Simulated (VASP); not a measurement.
Here is a VASP 6.6.1 calculation.

File INCAR:

```
SYSTEM = Cu
PREC     = Accurate       ! precision mode
ENCUT    = 520            ! plane-wave cutoff, eV
EDIFF    = 1E-6           ! SCF threshold, eV
ISMEAR   = 0              ! smearing method
SIGMA    = 0.15           ! smearing width, eV
LREAL    = .False.        ! projectors in reciprocal space
LASPH    = .True.         ! aspherical terms in the spheres
NELM     = 100            ! most SCF steps
ALGO     = Fast           ! electronic algorithm
ISIF     = 2              ! what is computed and relaxed
LWAVE    = .False.        ! write WAVECAR
LCHARG   = .True.         ! write CHGCAR
GGA      = PE             ! functional
LELF     = .True.         ! ELF
LVHAR    = .True.       
NBANDS   = 12             ! bands
```

The input KPOINTS:

```
regular mesh
0
Gamma
  22 22 22
  0 0 0
```

POSCAR

```
Cu
1.0
    0.0000000000      1.7171250000      1.8526875000
    1.7171250000      0.0000000000      1.8526875000
    1.7171250000      1.7171250000      0.0000000000
Cu
1
Direct
    0.0000000000      0.0000000000      0.0000000000
```

Potentials or basis: VASP PAW PBE potentials, release 64 (Cu).

Command:

```bash
$ cat potpaw_PBE.64/Cu/POTCAR > POTCAR
$ mpirun -np 1 vasp_std > vasp.out
```

(1) What does it give for the band gap on the k mesh?

(2) What does it give for the pressure?

Results:

(1) zero (an odd number of electrons rules out a gap without spin polarisation).

(2) 17.1 GPa.

Caveat: the cell differs from its parent crystal (strain -0.050 along x and y, +0.025 along z); the stress differs along the axes, from 12 to 20 GPa.
